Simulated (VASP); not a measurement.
Set up this calculation in VASP 6.6.1, as the native input.

| Quantity | Value |
| --- | --- |
| Task | single point |
| Functional | BLYP |
| Potentials or basis | VASP PAW PBE potentials, release 64 (La) |
| Cutoff | 520 eV |
| k mesh | 8 × 8 × 5 |
| Occupations | fermi-dirac, width 0.05 eV |
| Spin | no spin polarisation |
| Dipole correction | no |
| Further INCAR settings | ALGO = Fast; EDIFF = 1e-06; NBANDS = 18 |

The structure of La lies in POSCAR:

```
La
1.0
    3.7500000000      0.0000000000      0.0000000000
   -1.8750000000      3.2475952642      0.0000000000
    0.0000000000      0.0000000000      6.0700000000
La
2
Direct
    0.6666666667      0.3333333333      0.7500000000
    0.3333333333      0.6666666667      0.2500000000
```

One way to write it, as run:

INCAR

```
AGGAC = 1.0
AGGAX = 1.0
ALDAC = 0.0
ALDAX = 1.0
ALGO = Fast
EDIFF = 1E-6
ENCUT = 520
GGA = B5
ISIF = 2
ISMEAR = -1
LASPH = T
LCHARG = F
LREAL = F
LWAVE = F
NBANDS = 18
NELM = 60
PREC = Accurate
SIGMA = 0.05
```

KPOINTS

```
k-points
0
Gamma
  8 8 5
```

Potentials or basis: VASP PAW PBE potentials, release 64 (La).

Run with:

```bash
$ cat potpaw_PBE.64/La/POTCAR > POTCAR
$ mpirun -np 1 vasp_std > vasp.out
```

Results of the run:

| Property | Result |
| --- | --- |
| Pressure | 2.7 GPa |
| Band gap on the k mesh | zero (bands 11 and 12 overlap by 1.20 eV) |

Caveat: the PAW data sets were made with another functional, which shifts forces and pressure a little; spin-orbit coupling is left out, which moves the levels of the heavy elements.

Run time: 4.8 min on 1 thread of Intel Xeon 8259CL, on a shared host, peak memory 0.21 GiB.
